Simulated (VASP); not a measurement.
# RhN2 (Pnnm) in VASP: notebook, part 2 of 2

VASP 6.6.1. Earlier steps stand in the parts before.

**3. Single point, LDA**

This run uses another cell than the first one, of 10.26 Å³/atom.

INCAR reads:

```
ALGO     = Normal         # electronic algorithm
EDIFF    = 1E-6           # SCF threshold, eV
ENCUT    = 520            # plane-wave cutoff, eV
ISIF     = 2              # what is computed and relaxed
ISMEAR   = 1              # smearing method
LASPH    = T              # aspherical terms in the spheres
LCHARG   = F              # write CHGCAR
LREAL    = F              # projectors in reciprocal space
LWAVE    = F              # write WAVECAR
NBANDS   = 34             # bands
NELM     = 80             # most SCF steps
PREC     = Accurate       # precision mode
SIGMA    = 0.1            # smearing width, eV
```

KPOINTS reads:

```
k-points
0
Gamma
  6 5 8
```

POSCAR reads:

```
RhN2
1.0
    4.1937591006      0.0000000000      0.0000000000
    0.0000000000      5.0454779419      0.0000000000
    0.0000000000      0.0000000000      2.9081817422
Rh N
2 4
Direct
    0.5000000000      0.5000000000      0.5000000000
    0.0000000000      0.0000000000      0.0000000000
    0.3785140000      0.9149360000      0.5000000000
    0.6214860000      0.0850640000      0.5000000000
    0.1214860000      0.4149360000      0.0000000000
    0.8785140000      0.5850640000      0.0000000000
```

Potentials or basis: VASP PAW LDA potentials, release 64 (Rh_pv, N).

On the command line:

```bash
> cat potpaw_LDA.64/Rh_pv/POTCAR potpaw_LDA.64/N/POTCAR > POTCAR
> mpirun -np 1 vasp_std > vasp.out
```

OUTCAR:

```text
EDIFF = 1E-6
   ENCUT = 520
   ISIF = 2
   ISMEAR = 1
   LASPH = T
   LREAL = F
   NELM = 80
   PREC = Accurate

 ion  position               nearest neighbor table
   1  0.500  0.500  0.500-   3 2.15   4 2.15   5 2.20   6 2.20   5 2.20   6 2.20
   2  0.000  0.000  0.000-   5 2.15   6 2.15   3 2.20   4 2.20   3 2.20   4 2.20
   3  0.379  0.915  0.500-   4 1.33   1 2.15   2 2.20   2 2.20
   4  0.621  0.085  0.500-   3 1.33   1 2.15   2 2.20   2 2.20
   5  0.121  0.415  0.000-   6 1.33   2 2.15   1 2.20   1 2.20
   6  0.879  0.585  0.000-   5 1.33   2 2.15   1 2.20   1 2.20

[... 1098 lines left out ...]
  -------------------------------------------------------------------------------------
  Total      -15.2594941    -14.1711385    -10.3316959      0.0000000      0.0000000      0.0000000
  in kB     -397.3044069   -368.9673938   -269.0015979      0.0000000      0.0000000      0.0000000
  external PRESSURE =    -345.0911329 kB  Pullay stress =       0.0000000 kB

 VOLUME and BASIS-vectors are now :
 -----------------------------------------------------------------------------
  energy-cutoff  :      520.00
  volume of cell :       61.54
      direct lattice vectors                 reciprocal lattice vectors
     4.193759101  0.000000000  0.000000000     0.238449557  0.000000000  0.000000000
     0.000000000  5.045477942  0.000000000     0.000000000  0.198197279  0.000000000
     0.000000000  0.000000000  2.908181742     0.000000000  0.000000000  0.343857464

 POSITION                                       TOTAL-FORCE (eV/Angst)
 -----------------------------------------------------------------------------------
      2.09688      2.52274      1.45409         0.000000      0.000000      0.000000
      0.00000      0.00000      0.00000         0.000000      0.000000      0.000000
      1.58740      4.61629      1.45409         0.861508      0.911675      0.000000
      2.60636      0.42919      1.45409        -0.861508     -0.911675     -0.000000
      0.50948      2.09355      0.00000        -0.861508      0.911675     -0.000000
      3.68428      2.95193      0.00000         0.861508     -0.911675      0.000000
 -----------------------------------------------------------------------------------
    total drift:                                0.000000      0.000000     -0.000000

  FREE ENERGIE OF THE ION-ELECTRON SYSTEM (eV)
  ---------------------------------------------------
  free  energy   TOTEN  =       -51.9546955983 eV

  energy  without entropy=      -51.9559902729  energy(sigma->0) =      -51.95512716
```

stdout:

```text
POSCAR found type information on POSCAR RhN
 POSCAR found :  2 types and       6 ions
 scaLAPACK will be used
 LDA part: xc-table for (Slater(with rela. corr.)+CA(PZ))
 , standard interpolation
 POSCAR, INCAR and KPOINTS ok, starting setup
 FFT: planning ... GRIDC
 FFT: planning ... GRID_SOFT
 FFT: planning ... GRID
 WAVECAR not read
 entering main loop
```

Wall time 41 s (1 thread of AMD EPYC 9R45 (Zen 5), shared host); peak memory 0.18 GiB.

Results:

| Property | Result |
| --- | --- |
| Free energy | -51.9547 eV |
| Pressure | -34.5 GPa |
| Largest force | 1.254 eV/Å |
| Band gap on the k mesh | zero (bands 25 and 26 overlap by 1.83 eV) |

Forces on the atoms (eV/Å):
```
Rh   0.000  0.000  0.000
Rh   0.000  0.000  0.000
N    0.862  0.912  0.000
N   -0.862 -0.912  0.000
N   -0.862  0.912  0.000
N    0.862 -0.912  0.000
```

Stress tensor (GPa, compression positive):
```
-39.73   0.00   0.00
  0.00 -36.90   0.00
  0.00   0.00 -26.90
```

Levels at points of the mesh, in eV from the Fermi level:
```csv
k point,band 22,band 23,band 24,band 25,band 26,band 27,band 28,band 29
"(0.00, 0.00, 0.00)",-2.20,-1.67,-1.49,-1.23,-1.04,2.17,4.12,4.13
"(0.50, 0.00, 0.00)",-1.58,-1.29,-1.29,0.43,0.43,1.88,1.88,2.91
"(0.00, 0.00, 0.50)",-1.67,-0.08,-0.08,0.26,0.26,1.29,1.29,2.66
"(0.50, 0.00, 0.50)",-2.37,-1.43,-1.43,0.49,0.49,2.55,2.55,4.88
```

Caveat: the cell stands under tension; forces of over 1 eV/Å act on the atoms, so gaps and moduli don't describe the material at rest.

**4. Single point, LDA**

This run uses another cell than the first one, of 10.64 Å³/atom.

INCAR reads:

```
SYSTEM = RhN2
PREC = Accurate ; ENCUT = 520
EDIFF = 1E-6 ; ISMEAR = 1
SIGMA = 0.1 ; LREAL = .False.
LASPH = .True. ; NELM = 100
ALGO = Normal ; ISIF = 2
LWAVE = .False. ; LCHARG = .False.
GGA = CA ; NBANDS = 34
```

KPOINTS reads:

```
Automatic mesh
0
Gamma
  6 5 8
  0 0 0
```

POSCAR: that of step 3 with these lines changed.

```diff
@@ -2,5 +2,5 @@
 1.0
-    4.1937591006      0.0000000000      0.0000000000
-    0.0000000000      5.0454779419      0.0000000000
-    0.0000000000      0.0000000000      2.9081817422
+    4.2449075452      0.0000000000      0.0000000000
+    0.0000000000      5.1070142254      0.0000000000
+    0.0000000000      0.0000000000      2.9436508688
 Rh N
```

On the command line:

```bash
> cat potpaw_LDA.64/Rh_pv/POTCAR potpaw_LDA.64/N/POTCAR > POTCAR
> mpirun -np 1 vasp_std > vasp.out
```

Wall time 44 s (1 thread of AMD EPYC 9R45 (Zen 5), shared host); peak memory 0.19 GiB.

Results (log left out):

- Free energy: -51.4280 eV
- Pressure: -39.7 GPa
- Largest force: 1.794 eV/Å
- Band gap on the k mesh: zero (bands 25 and 26 overlap by 1.73 eV)

Forces in eV/Å, atoms in the order of the input:
```
Rh   0.000  0.000  0.000
Rh   0.000  0.000  0.000
N    1.275  1.262  0.000
N   -1.275 -1.262  0.000
N   -1.275  1.262  0.000
N    1.275 -1.262  0.000
```

Stress tensor (GPa, compression positive):
```
-46.23   0.00   0.00
  0.00 -42.67   0.00
  0.00   0.00 -30.14
```

Levels at points of the mesh, in eV from the Fermi level:
| k point | band 23 | band 24 | band 25 | band 26 | band 27 | band 28 |
| --- | --- | --- | --- | --- | --- | --- |
| (0.00, 0.00, 0.00) | -1.59 | -1.39 | -1.16 | -0.97 | 2.02 | 3.96 |
| (0.50, 0.00, 0.00) | -1.22 | -1.22 | 0.41 | 0.41 | 1.84 | 1.84 |
| (0.00, 0.00, 0.50) | -0.08 | -0.08 | 0.28 | 0.28 | 1.17 | 1.17 |
| (0.50, 0.00, 0.50) | -1.34 | -1.34 | 0.45 | 0.45 | 2.39 | 2.39 |

Caveat: the cell stands under tension; forces of over 1 eV/Å act on the atoms, so gaps and moduli don't describe the material at rest.

**5. Summary**

| cell | gap on the mesh (eV) | pressure (GPa) | largest force (eV/Å) |
| --- | --- | --- | --- |
| a = 4.141, b = 4.982, c = 2.872 Å, 6 atoms | none | -27.8 | 0.66 |
| a = 4.194, b = 5.045, c = 2.908 Å, 6 atoms | none | -34.5 | 1.25 |
| a = 4.245, b = 5.107, c = 2.944 Å, 6 atoms | none | -39.7 | 1.79 |

Alike in all rows: task single point; level LDA; potentials or basis VASP PAW LDA potentials, release 64 (Rh_pv, N); no spin polarisation; k mesh 6 × 5 × 8; cutoff (eV) 520; smearing methfessel-paxton 0.1 eV.

Caveats: the cell stands under tension; forces of over 1 eV/Å act on the atoms, so gaps and moduli don't describe the material at rest (at least some runs).

Absolute energies hang on the potentials; compare differences alone.
